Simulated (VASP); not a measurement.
# C (P6_3/mmc) in VASP: notebook, part 2 of 2

VASP 6.6.1.

**4. Single point, PBEsol**

INCAR reads:

```
SYSTEM = C
PREC = Accurate
ENCUT = 520
EDIFF = 1E-6
ISMEAR = 0
SIGMA = 0.01
LREAL = .False.
LASPH = .True.
NELM = 60
ALGO = Normal
ISIF = 2
LWAVE = .False.
LCHARG = .True.
GGA = PS
LELF = .True.
LVHAR = .True.
NBANDS = 16
```

KPOINTS reads:

```
Automatic mesh
0
Gamma
  9 9 6
  0 0 0
```

POSCAR reads:

```
C
1.0
    2.4990941175      0.0000000000      0.0000000000
   -1.2495470588      2.1642789922      0.0000000000
    0.0000000000      0.0000000000      4.1189829197
C
4
Direct
    0.3333333333      0.6666666667     -0.0002589785
    0.6666666667      0.3333333333      0.4997410215
    0.3333333333      0.6666666667      0.3742589785
    0.6666666667      0.3333333333      0.8742589785
```

Potentials or basis: VASP PAW PBE potentials, release 64 (C).

On the command line:

```sh
$ cat potpaw_PBE.64/C/POTCAR > POTCAR
$ mpirun -np 1 vasp_std > vasp.out
```

OUTCAR:

```text
SYSTEM = C
   PREC = Accurate
   ENCUT = 520
   EDIFF = 1E-6
   ISMEAR = 0
   LREAL = .False.
   LASPH = .True.
   NELM = 60
   ISIF = 2
   GGA = PS

 ion  position               nearest neighbor table
   1  0.333  0.667  1.000-   4 1.53   4 1.53   4 1.53   3 1.54
   2  0.667  0.333  0.500-   3 1.53   3 1.53   3 1.53   4 1.54
   3  0.333  0.667  0.374-   2 1.53   2 1.53   2 1.53   1 1.54
   4  0.667  0.333  0.874-   1 1.53   1 1.53   1 1.53   2 1.54

  LATTYP: Found a hexagonal cell.
 ALAT       =     2.4990941175
 C/A-ratio  =     1.6481903946

  Lattice vectors:

 A1 = (   2.4990941175,   0.0000000000,   0.0000000000)
 A2 = (  -1.2495470588,   2.1642789922,   0.0000000000)
 A3 = (   0.0000000000,   0.0000000000,   4.1189829197)

Analysis of symmetry for initial positions (statically):
=====================================================================
 Subroutine PRICEL returns:
 Original cell was already a primitive cell.

 Routine SETGRP: Setting up the symmetry group for a
 hexagonal supercell.

 Subroutine GETGRP returns: Found 24 space group operations
 (whereof  6 operations were pure point group operations)
 out of a pool of 24 trial point group operations.

The static configuration has the point symmetry C_3v.
 The point group associated with its full space group is D_6h.

Analysis of symmetry for dynamics (positions and initial velocities):
=====================================================================
 Subroutine PRICEL returns:
 Original cell was already a primitive cell.

 Routine SETGRP: Setting up the symmetry group for a
 hexagonal supercell.

 Subroutine GETGRP returns: Found 24 space group operations
[... 119 lines left out ...]
   NELECT =      16.0000    total number of electrons
   NUPDOWN=      -1.0000    fix difference up-down
   EMIN   =  10.00;   EMAX   =-10.00  energy-range for DOS
   EFERMI =   0.00;   METHOD = LEGACY
   ISMEAR =     0;   SIGMA  =   0.01  broadening in eV -4-tet -1-fermi 0-gaus
   EFERMI_NEDOS =   21; number of points for ismear=-14 and -15
   IALGO  =     38    algorithm
   IMIX   =      4    mixing-type and parameters
     AMIX     =   0.40;   BMIX     =  1.00
     AMIX_MAG =   1.60;   BMIX_MAG =  1.00
  volume/ion in A,a.u.               =       5.57        37.59
  Fermi-wavevector in a.u.,A,eV,Ry     =   1.466064  2.770459 29.243589  2.149343
  Thomas-Fermi vector in A             =   2.581846
   LORBIT       =      0    0 simple, 1 ext, 2 COOP (PROOUT), +10 PAW based schemes
   GGA     = PS    functional components
   LHFCALC =     F    Hartree Fock is set to
   AEXX    =    0.0000 exact exchange contribution
   IVDW    =     0    specifies the selected vdW correction
   LEPSILON=     F    determine dielectric tensor
   LRPA    =     F    only Hartree local field effects (RPA)
 non-spin polarized calculation
 Gauss-broadening in eV      SIGMA  =   0.01
  energy-cutoff  :      520.00
  volume of cell :       22.28
 maximum number of plane-waves:       616
 NGX is ok and might be reduce to    20
   NGX =  9   NGY =  9   NGZ = 15

 number of electron      16.0000000 magnetization

 Free energy of the ion-electron system (eV)
  ---------------------------------------------------
  ext. energy  EPLUGINS =         0.00000000
  ---------------------------------------------------
  free energy    TOTEN  =       -38.39236427 eV

  energy without entropy =      -38.39236427  energy(sigma->0) =      -38.39236427

 E-fermi :  10.4397     XC(G=0): -13.5154

 val. band max:       10.2868268985   @ k =   0.0000   0.0000   0.0000
 cond. band min:      13.3135199118   @ k =   0.3333   0.3333   0.0000
 fundamental gap:      3.0266930133
 Fermi energy:        10.4397024857

 k-point     1 :       0.0000    0.0000    0.0000
  band No.  band energies     occupation
      1     -11.8154      2.00000
      2      -5.9403      2.00000
      3      -3.7356      2.00000
      4       7.0215      2.00000
      5       7.0215      2.00000
      6       9.7770      2.00000
[... 433 lines left out ...]
      3      -0.9927      2.00000
      4      -0.3289      2.00000
      5      -0.3289      2.00000
      6       2.6700      2.00000
[... 8 lines left out ...]
     15      25.9464      0.00000
     16      25.9464      0.00000

 [... further k-points ...]
[... 5 lines left out ...]
  --------------------------------------------------------------------------------------
  -------------------------------------------------------------------------------------
  Total        0.1670529      0.1670529      2.0895292     -0.0000000     -0.0000000      0.0000000
  in kB       12.0137549     12.0137549    150.2703095     -0.0000000     -0.0000000      0.0000000
  external PRESSURE =      58.0992731 kB  Pullay stress =       0.0000000 kB

 VOLUME and BASIS-vectors are now :
 -----------------------------------------------------------------------------
  energy-cutoff  :      520.00
  volume of cell :       22.28
      direct lattice vectors                 reciprocal lattice vectors
     2.499094117  0.000000000  0.000000000     0.400144994  0.231023820  0.000000000
    -1.249547059  2.164278992  0.000000000     0.000000000  0.462047640  0.000000000
     0.000000000  0.000000000  4.118982920     0.000000000  0.000000000  0.242778380

 POSITION                                       TOTAL-FORCE (eV/Angst)
 -----------------------------------------------------------------------------------
     -0.00000      1.44285      4.11792         0.000000     -0.000000      0.002182
      1.24955      0.72143      2.05842         0.000000      0.000000      0.002182
     -0.00000      1.44285      1.54157         0.000000     -0.000000     -0.002182
      1.24955      0.72143      3.60106        -0.000000      0.000000     -0.002182
 -----------------------------------------------------------------------------------
    total drift:                               -0.000000      0.000000      0.000002

  FREE ENERGIE OF THE ION-ELECTRON SYSTEM (eV)
  ---------------------------------------------------
  free  energy   TOTEN  =       -38.3923642681 eV

  energy  without entropy=      -38.3923642681  energy(sigma->0) =      -38.39236427
```

OSZICAR:

```text
N       E                     dE             d eps       ncg     rms          rms(c)
DAV:   1     0.172568031143E+02    0.17257E+02   -0.82499E+03  1536   0.973E+02
DAV:   2    -0.381001199019E+02   -0.55357E+02   -0.51341E+02  2128   0.188E+02
DAV:   3    -0.397953826643E+02   -0.16953E+01   -0.16904E+01  1984   0.277E+01
DAV:   4    -0.398015219433E+02   -0.61393E-02   -0.61386E-02  1848   0.206E+00
DAV:   5    -0.398015552334E+02   -0.33290E-04   -0.33289E-04  1896   0.128E-01    0.809E+00
DAV:   6    -0.387563104064E+02    0.10452E+01   -0.62264E-01  1760   0.494E+00    0.477E+00
DAV:   7    -0.383917210922E+02    0.36459E+00   -0.71380E-01  1936   0.546E+00    0.986E-01
DAV:   8    -0.383923031517E+02   -0.58206E-03   -0.14192E-02  1736   0.795E-01    0.417E-02
DAV:   9    -0.383923448928E+02   -0.41741E-04   -0.64148E-05  2016   0.671E-02    0.272E-02
DAV:  10    -0.383923647443E+02   -0.19851E-04   -0.10954E-05  1720   0.270E-02    0.711E-03
DAV:  11    -0.383923642681E+02    0.47613E-06   -0.26798E-07  1488   0.400E-03
   1 F= -.38392364E+02 E0= -.38392364E+02  d E =-.735635-106
```

Run time: 7.1 s. Hardware: 1 thread of AMD EPYC 9R45 (Zen 5), shared host; peak memory 0.1 GiB.

Results:

| Quantity | Value |
| --- | --- |
| Free energy | -38.3924 eV |
| Pressure | 5.8 GPa |
| Band gap on the k mesh | 3.03 eV, indirect (least direct gap 4.81 eV) |

Forces on the atoms (eV/Å):
```
C    0.000  0.000  0.002
C    0.000  0.000  0.002
C    0.000  0.000 -0.002
C    0.000  0.000 -0.002
```

Levels at points of the mesh, in eV from the valence-band top:
```tsv
k point	band 6	band 7	band 8	band 9	band 10	band 11
(0.00, 0.00, 0.00)	-0.51	0.00	0.00	4.81	4.81	5.60
(0.00, 0.00, 0.50)	-1.97	-1.97	-1.97	7.19	7.19	7.19
```

Caveat: the PAW data sets were made with another functional, which shifts forces and pressure a little. A k mesh can miss the band edges.
